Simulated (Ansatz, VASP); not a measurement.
Nb2Cl3 in VASP and in Ansatz

```
Nb Cl
1.0
     3.86265    0.00000    0.00000
    -1.93132    3.34515    0.00000
     0.00000    0.00000    8.94378
Nb Cl
2 3
Direct
  0.33333 0.66667 0.11405
  0.66667 0.33333 0.88595
  0.00000 0.00000 0.00000
  0.33333 0.66667 0.70722
  0.66667 0.33333 0.29278
```

Alike in both runs: functional PBE; k mesh 6 × 6 × 4; occupations gaussian, width 0.1 eV; collinear spin.

Ansatz relaxed the structure, and its values are those at the end. VASP's run is a single point on that final structure, the one shown.

|  | VASP | Ansatz |
| --- | --- | --- |
| version | VASP 6.6.1 | Ansatz 0.2.0 |
| potentials or method | VASP PAW PBE potentials, release 64 (Nb_sv, Cl), cutoff 520 eV | scalar-relativistic, plane waves, PAW |
| valence electrons in the cell | 47 | 47 |

```csv
,VASP,Ansatz,Ansatz less VASP
gap on the k mesh at the Fermi level (eV),none,none,-
pressure (GPa),0.0,0.0,+0.08
rms of the force components (eV/Å),0.007,0.003,-0.0039
net moment per atom (μB),0.20,0.21,+0.004
size of the moment on the site where the two differ most (μB),0.38,0.31,-0.067
```

Site moments also hang on the region over which each program counts them. A gap of «none» marks a metal or a gap that the smearing closes. With one functional, cell and mesh, what is left measures potentials, basis and numerics. Ansatz's warnings: seeded moment not kept.
